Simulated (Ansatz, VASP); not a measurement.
Two plane-wave programs on Sc4Ta

```
Sc Ta
1.0
     4.62400    0.00000    0.00000
     0.00000    4.62400    0.00000
     0.00000    0.00000    4.62400
Sc Ta
4 1
Direct
  0.25000 0.25000 0.25000
  0.75000 0.75000 0.25000
  0.25000 0.75000 0.75000
  0.75000 0.25000 0.75000
  0.00000 0.00000 0.00000
```

Change from the starting cell: species swapped into the SnI4 type (P-43m, No. 215).

Alike in both runs: task relaxation of cell and atoms; functional PBE; k mesh 4 × 4 × 4; occupations gaussian, width 0.1 eV; no spin polarisation.

```csv
,VASP,Ansatz
version,VASP 6.6.1,Ansatz 0.2.0
potentials or method,"VASP PAW PBE potentials, release 64 (Sc_sv, Ta_sv_GW), cutoff 500 eV","scalar-relativistic, plane waves, PAW"
valence electrons in the cell,57,57
```

```csv
,VASP,Ansatz,Ansatz less VASP
"gap on the k mesh at the Fermi level, each at its own relaxed structure (eV)",none,none,-
relaxed volume (Å³/atom),25.13,25.20,+0.066
relaxed length of the cell vector where the two differ most in proportion (Å),5.009,5.013,+0.0044
```

A gap of «none» marks a metal or a gap that the smearing closes.

Neither program's run includes spin-orbit coupling. Noted on VASP's run: the volume moved by over 15 % at a fixed basis, so the end points are rough.
